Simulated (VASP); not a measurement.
Wanted: the native input for a VASP 6.6.1 run.

```
Task                   : single point
Functional             : PBE
Potentials or basis    : VASP PAW PBE potentials, release 64 (Sc_sv, Al, Sb, As)
Cutoff                 : 520 eV
k mesh                 : 6 × 6 × 4
Occupations            : gaussian, width 0.1 eV
Spin                   : collinear spin
Starting moments       : [1.0, 0.0, 0.0, 0.0, 0.0, 0.0] μB
Dipole correction      : no
Further INCAR settings : ALGO = Normal; EDIFF = 1e-06; NBANDS = 29
```

The structure of ScAl2Sb2As lies in POSCAR:

```
ScAl2Sb2As
1.0
    5.3611554239      0.0000000000      0.0000000000
   -2.6805777119      4.6428967907      0.0000000000
    0.0000000000      0.0000000000      5.6186283419
Sc Al Sb As
1 2 2 1
Direct
    0.0000000000      0.0000000000      0.0000000000
    0.3333333333      0.6666666667      0.0000000000
    0.6666666667      0.3333333333      0.0000000000
    0.3333333333      0.6666666667      0.5000000000
    0.6666666667      0.3333333333      0.5000000000
    0.0000000000      0.0000000000      0.5000000000
```

The cell was built from a structure type or drawn by symmetry, and may not be a known phase.

One way to write it, as run:

INCAR

```
ALGO = Normal
EDIFF = 1E-6
ENCUT = 520
GGA = PE
ISIF = 2
ISMEAR = 0
ISPIN = 2
LASPH = True
LCHARG = True
LELF = True
LMAXMIX = 4
LORBIT = 11
LREAL = False
LVHAR = True
LWAVE = False
MAGMOM = 1 0 0 0 0 0
NBANDS = 29
NELM = 150
PREC = Accurate
SIGMA = 0.1
```

KPOINTS

```
k-points
0
Gamma
  6 6 4
```

Potentials or basis: VASP PAW PBE potentials, release 64 (Sc_sv, Al, Sb, As).

Command:

```console
$ cat potpaw_PBE.64/Sc_sv/POTCAR potpaw_PBE.64/Al/POTCAR potpaw_PBE.64/Sb/POTCAR potpaw_PBE.64/As/POTCAR > POTCAR
$ mpirun -np 1 vasp_std > vasp.out
```

Results of the run:

The pressure is 0.1 GPa and the band gap on the k mesh is zero (filled and empty bands overlap). The net moment is 0.00 μB per cell and the valence electrons inside the program's atomic spheres are Sc 9.27; Al 0.76; Sb 2.40; As 2.72.

Caveat: spin-orbit coupling is left out, which moves the levels of the heavy elements.

It took 70 s on 1 thread of Intel(R) Xeon(R) 6975P-C (Granite Rapids) (shared host), peak memory 0.38 GiB.
